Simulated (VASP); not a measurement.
# Pt (Pm-3m) in VASP: single point with PBEsol

Aim: the single point of Pt with PBEsol.

All numbers are computed with VASP 6.6.1; they aren't measurements. Logs are shortened: lines on timing, memory, paths and dates and some standing lists are left out, and cuts for length are marked.

### Step 1. The cell of the first run

The structure is cubic, space group Pm-3m (No. 221). The conventional cell has a = 5.499 Å, b = 5.499 Å, c = 5.499 Å, α = 90.00°, β = 90.00°, γ = 90.00°.

### Step 2. Single point, PBEsol

File INCAR:

```
PREC = Accurate
ENCUT = 500
EDIFF = 1E-6
ISMEAR = -1
SIGMA = 0.1
LREAL = F
LASPH = T
NELM = 120
ALGO = Normal
ISIF = 2
LWAVE = F
LCHARG = F
GGA = PS
NBANDS = 11
GGA_COMPAT = F
```

File KPOINTS:

```
regular mesh
0
Gamma
  4 4 4
```

File POSCAR:

```
Pt
1.0
    5.4987900000      0.0000000000      0.0000000000
    0.0000000000      5.4987900000      0.0000000000
    0.0000000000      0.0000000000      5.4987900000
Pt
1
Direct
    0.5000000000      0.5000000000      0.5000000000
```

Potentials or basis: VASP PAW PBE potentials, release 64 (Pt).

Run with:

```bash
> cat potpaw_PBE.64/Pt/POTCAR > POTCAR
> mpirun -np 1 vasp_std > vasp.out
```

OUTCAR:

```text
PREC = Accurate
   ENCUT = 500
   EDIFF = 1E-6
   ISMEAR = -1
   LREAL = F
   LASPH = T
   NELM = 120
   ISIF = 2
   GGA = PS

 ion  position               nearest neighbor table
   1  0.500  0.500  0.500-

  LATTYP: Found a simple cubic cell.
 ALAT       =     5.4987900000

  Lattice vectors:

 A1 = (   5.4987900000,   0.0000000000,   0.0000000000)
 A2 = (   0.0000000000,   5.4987900000,   0.0000000000)
 A3 = (   0.0000000000,   0.0000000000,   5.4987900000)

Analysis of symmetry for initial positions (statically):
=====================================================================
 Subroutine PRICEL returns:
 Original cell was already a primitive cell.

 Routine SETGRP: Setting up the symmetry group for a
 simple cubic supercell.

 Subroutine GETGRP returns: Found 48 space group operations
 (whereof 48 operations were pure point group operations)
 out of a pool of 48 trial point group operations.

The static configuration has the point symmetry O_h .

Analysis of symmetry for dynamics (positions and initial velocities):
=====================================================================
 Subroutine PRICEL returns:
 Original cell was already a primitive cell.

 Routine SETGRP: Setting up the symmetry group for a
 simple cubic supercell.

 Subroutine GETGRP returns: Found 48 space group operations
 (whereof 48 operations were pure point group operations)
 out of a pool of 48 trial point group operations.

The dynamic configuration has the point symmetry O_h .

 Subroutine INISYM returns: Found 48 space group operations
 (whereof 48 operations are pure point group operations),
 and found     1 'primitive' translations

----------------------------------------------------------------------------------------

                                     Primitive cell

  volume of cell :     166.2652

  direct lattice vectors                    reciprocal lattice vectors
     5.498790000  0.000000000  0.000000000     0.181858191  0.000000000  0.000000000
     0.000000000  5.498790000  0.000000000     0.000000000  0.181858191  0.000000000
     0.000000000  0.000000000  5.498790000     0.000000000  0.000000000  0.181858191

  length of vectors
     5.498790000  5.498790000  5.498790000     0.181858191  0.181858191  0.181858191

  position of ions in fractional coordinates (direct lattice)
     0.500000000  0.500000000  0.500000000

  ion indices of the primitive-cell ions
   primitive index   ion index
                 1           1

----------------------------------------------------------------------------------------

 KPOINTS: regular mesh

Automatic generation of k-mesh.
 Grid dimensions read from file:
 generate k-points for:    4    4    4

 Generating k-lattice:

  Cartesian coordinates                     Fractional coordinates (reciprocal lattice)
     0.045464548  0.000000000  0.000000000     0.250000000  0.000000000  0.000000000
     0.000000000  0.045464548  0.000000000     0.000000000  0.250000000  0.000000000
     0.000000000  0.000000000  0.045464548     0.000000000  0.000000000  0.250000000

  Length of vectors
     0.045464548  0.045464548  0.045464548

  Shift w.r.t. Gamma in fractional coordinates (k-lattice)
     0.000000000  0.000000000  0.000000000

 Subroutine IBZKPT returns following result:
 ===========================================

 Found     10 irreducible k-points:

 Following reciprocal coordinates:
            Coordinates               Weight
  0.000000  0.000000  0.000000      1.000000
  0.250000  0.000000  0.000000      6.000000
  0.500000  0.000000  0.000000      3.000000
  0.250000  0.250000  0.000000     12.000000
  0.500000  0.250000  0.000000     12.000000
  0.500000  0.500000  0.000000      3.000000
  0.250000  0.250000  0.250000      8.000000
  0.500000  0.250000  0.250000     12.000000
  0.500000  0.500000  0.250000      6.000000
  0.500000  0.500000  0.500000      1.000000
   k-points           NKPTS =     10   k-points in BZ     NKDIM =     10   number of bands    NBANDS=     11
   number of dos      NEDOS =    301   number of ions     NIONS =      1
   total plane-waves  NPLWV =  64000
   dimension x,y,z NGX =    40 NGY =   40 NGZ =   40
   dimension x,y,z NGXF=    80 NGYF=   80 NGZF=   80
   ions per type =               1
   NGX,Y,Z   is equivalent  to a cutoff of  12.09, 12.09, 12.09 a.u.
   NGXF,Y,Z  is equivalent  to a cutoff of  24.19, 24.19, 24.19 a.u.
 SYSTEM =  unknown system
   PREC   = accura    normal or accurate (medium, high low for compatibility)
   ISTART =      0    job   : 0-new  1-cont  2-samecut
   ICHARG =      2    charge: 1-file 2-atom 10-const
   ISPIN  =      1    spin polarized calculation?
   LNONCOLLINEAR =      F non collinear calculations
   LSORBIT =      F    spin-orbit coupling
   LASPH  =      T    aspherical Exc in radial PAW
   ENCUT  =  500.0 eV  36.75 Ry    6.06 a.u.  10.03 10.03 10.03*2*pi/ulx,y,z
   NELM   =    120;   NELMIN=  2; NELMDL= -5     # of ELM steps
   EDIFF  = 0.1E-05   stopping-criterion for ELM
   LREAL  =      F    real-space projection
   EDIFFG = 0.1E-04   stopping-criterion for IOM
   NSW    =      0    number of steps for IOM
   IBRION =     -1    ionic relax: 0-MD 1-quasi-New 2-CG
   NFREE  =      0    steps in history (QN), initial steepest desc. (CG)
   ISIF   =      2    stress and relaxation
   ISYM   =      2    0-nonsym 1-usesym 2-fastsym
   POTIM  = 0.5000    time-step for ionic-motion
   TEBEG  =    0.0;   TEEND  =   0.0 temperature during run
   PSTRESS=    0.0 pullay stress
   NELECT =      10.0000    total number of electrons
   NUPDOWN=      -1.0000    fix difference up-down
   EMIN   =  10.00;   EMAX   =-10.00  energy-range for DOS
   EFERMI =   0.00;   METHOD = LEGACY
   ISMEAR =    -1;   SIGMA  =   0.10  broadening in eV -4-tet -1-fermi 0-gaus
   EFERMI_NEDOS =   21; number of points for ismear=-14 and -15
   IALGO  =     38    algorithm
   IMIX   =      4    mixing-type and parameters
     AMIX     =   0.40;   BMIX     =  1.00
     AMIX_MAG =   1.60;   BMIX_MAG =  1.00
  volume/ion in A,a.u.               =     166.27      1122.01
  Fermi-wavevector in a.u.,A,eV,Ry     =   0.641418  1.212104  5.597666  0.411417
  Thomas-Fermi vector in A             =   1.707750
   LORBIT       =      0    0 simple, 1 ext, 2 COOP (PROOUT), +10 PAW based schemes
   GGA     = PS    functional components
   LHFCALC =     F    Hartree Fock is set to
   AEXX    =    0.0000 exact exchange contribution
   IVDW    =     0    specifies the selected vdW correction
   LEPSILON=     F    determine dielectric tensor
   LRPA    =     F    only Hartree local field effects (RPA)
 non-spin polarized calculation
  energy-cutoff  :      500.00
  volume of cell :      166.27
 maximum number of plane-waves:      4260
   NGX = 21   NGY = 21   NGZ = 21

 number of electron      10.0000000 magnetization

 number of electron       9.9999998 magnetization

 Free energy of the ion-electron system (eV)
  ---------------------------------------------------
  ext. energy  EPLUGINS =         0.00000000
  ---------------------------------------------------
  free energy    TOTEN  =        -0.57703011 eV

  energy without entropy =       -0.21090661  energy(sigma->0) =       -0.39396836

 E-fermi :  -4.1798     XC(G=0):  -3.3716

 val. band max:       -4.2446657960   @ k =   0.2500   0.2500   0.0000
 cond. band min:      -4.1733020627   @ k =   0.5000   0.0000   0.0000
 fundamental gap:      0.0713637333
 Fermi energy:        -4.1798474782

 k-point     1 :       0.0000    0.0000    0.0000
  band No.  band energies     occupation
      1      -4.5051      1.92554
      2      -4.4807      1.90591
      3      -4.4807      1.90591
      4      -4.4061      1.81138
      5      -4.4061      1.81138
      6      -4.4061      1.81138
      7       1.8911      0.00000
      8       1.8911      0.00000
      9       1.8911      0.00000
     10       2.0838      0.00000
     11       4.3453      0.00000

 k-point     2 :       0.2500    0.0000    0.0000
  band No.  band energies     occupation
      1      -4.4795      1.90485
      2      -4.4787      1.90409
      3      -4.4161      1.82778
      4      -4.4161      1.82778
      5      -4.4052      1.80995
      6      -4.3502      1.69190
      7       0.4013      0.00000
      8       2.0684      0.00000
      9       2.0684      0.00000
     10       2.9458      0.00000
     11       4.6109      0.00000

 k-point     3 :       0.5000    0.0000    0.0000
  band No.  band energies     occupation
      1      -4.4767      1.90222
      2      -4.4732      1.89894
      3      -4.4260      1.84273
      4      -4.4260      1.84273
      5      -4.4044      1.80851
      6      -4.1733      0.96728
      7      -0.3525      0.00000
      8       2.2814      0.00000
      9       2.2814      0.00000
     10       3.5026      0.00000
     11       4.5905      0.00000

 k-point     4 :       0.2500    0.2500    0.0000
  band No.  band energies     occupation
      1      -4.4758      1.90145
      2      -4.4347      1.85498
      3      -4.4286      1.84649
      4      -4.4153      1.82655
      5      -4.4148      1.82575
      6      -4.2447      1.31320
      7       0.4801      0.00000
      8       0.8336      0.00000
      9       2.2392      0.00000
     10       3.7298      0.00000
     11       4.2444      0.00000
[... 43 lines left out ...]
 k-point     8 :       0.5000    0.2500    0.2500
  band No.  band energies     occupation
      1      -4.4394      1.86109
      2      -4.4380      1.85929
      3      -4.4318      1.85093
      4      -4.4259      1.84259
      5      -4.4091      1.81645
      6      -3.9957      0.27380
      7       0.1092      0.00000
      8       1.0536      0.00000
      9       1.3065      0.00000
     10       3.3284      0.00000
     11       3.9650      0.00000

 k-point     9 :       0.5000    0.5000    0.2500
  band No.  band energies     occupation
      1      -4.4523      1.87694
      2      -4.4369      1.85790
      3      -4.4369      1.85790
      4      -4.4214      1.83600
      5      -4.3833      1.76865
      6      -3.8708      0.08698
      7       0.4191      0.00000
      8       0.4191      0.00000
      9       1.4380      0.00000
     10       2.6951      0.00000
     11       4.2461      0.00000

 k-point    10 :       0.5000    0.5000    0.5000
  band No.  band energies     occupation
      1      -4.4501      1.87435
      2      -4.4501      1.87435
      3      -4.4501      1.87435
      4      -4.3826      1.76737
      5      -4.3826      1.76737
      6      -3.7564      0.02857
      7       0.6928      0.00000
      8       0.6928      0.00000
      9       0.6928      0.00000
     10       3.3974      0.00000
     11       3.3974      0.00000

------------------------ aborting loop because EDIFF is reached ----------------------------------------

  FORCE on cell =-STRESS in cart. coord.  units (eV):
  Direction    XX          YY          ZZ          XY          YZ          ZX
  --------------------------------------------------------------------------------------
  -------------------------------------------------------------------------------------
  Total       -0.3041380     -0.3041380     -0.3041380      0.0000000      0.0000000      0.0000000
  in kB       -2.9307573     -2.9307573     -2.9307573      0.0000000      0.0000000      0.0000000
  external PRESSURE =      -2.9307573 kB  Pullay stress =       0.0000000 kB

 VOLUME and BASIS-vectors are now :
 -----------------------------------------------------------------------------
  energy-cutoff  :      500.00
  volume of cell :      166.27
      direct lattice vectors                 reciprocal lattice vectors
     5.498790000  0.000000000  0.000000000     0.181858191  0.000000000  0.000000000
     0.000000000  5.498790000  0.000000000     0.000000000  0.181858191  0.000000000
     0.000000000  0.000000000  5.498790000     0.000000000  0.000000000  0.181858191

 POSITION                                       TOTAL-FORCE (eV/Angst)
 -----------------------------------------------------------------------------------
      2.74939      2.74939      2.74939         0.000000      0.000000      0.000000
 -----------------------------------------------------------------------------------
    total drift:                               -0.000000      0.000000     -0.000000

  FREE ENERGIE OF THE ION-ELECTRON SYSTEM (eV)
  ---------------------------------------------------
  free  energy   TOTEN  =        -0.5770301128 eV

  energy  without entropy=       -0.2109066067  energy(sigma->0) =       -0.39396836
```

Wall time 24 s (1 thread of AMD EPYC 7R13, shared host); peak memory 0.2 GiB.

Results:

| Item | Value |
| --- | --- |
| Free energy | -0.5770 eV |
| Pressure | -0.3 GPa |
| Band gap on the k mesh | zero (band 5 reaches -4.38 eV, above the bottom of band 6 at -4.41 eV) |

Caveat: the PAW data sets were made with another functional, which shifts forces and pressure a little; spin-orbit coupling is left out, which moves the levels of the heavy elements.
